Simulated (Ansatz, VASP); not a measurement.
## One calculation of BN, two programs

```
B N
1.0
     2.47895    0.00000    0.00000
    -1.23948    2.14684    0.00000
     0.00000    0.00000    6.66120
B N
2 2
Direct
  0.33333 0.66667 0.25000
  0.66667 0.33333 0.75000
  0.33333 0.66667 0.75000
  0.66667 0.33333 0.25000
```

Change from the starting cell: equal xx and yy strain of -1 %.

Alike in both runs: task single point; functional PBEsol; k mesh 11 × 11 × 4; occupations fermi-dirac, width 0.02 eV; no spin polarisation.

```csv
,VASP,Ansatz
version,VASP 6.6.1,Ansatz 0.2.0
potentials or method,"VASP PAW PBE potentials, release 64 (B, N), cutoff 520 eV","all-electron LAPW, scalar-relativistic"
```

|  | VASP | Ansatz | Ansatz less VASP |
| --- | --- | --- | --- |
| gap on the k mesh at the Fermi level (eV) | 4.28 | 4.29 | +0.006 |
| pressure (GPa) | 8.3 | 8.0 | -0.34 |
| traceless stress, the component that is largest in VASP (GPa) | -7.58 | -7.07 | +0.501 |

VASP's potentials were made for PBE, not for PBEsol. Ansatz ran all-electron here, and VASP with PAW potentials.
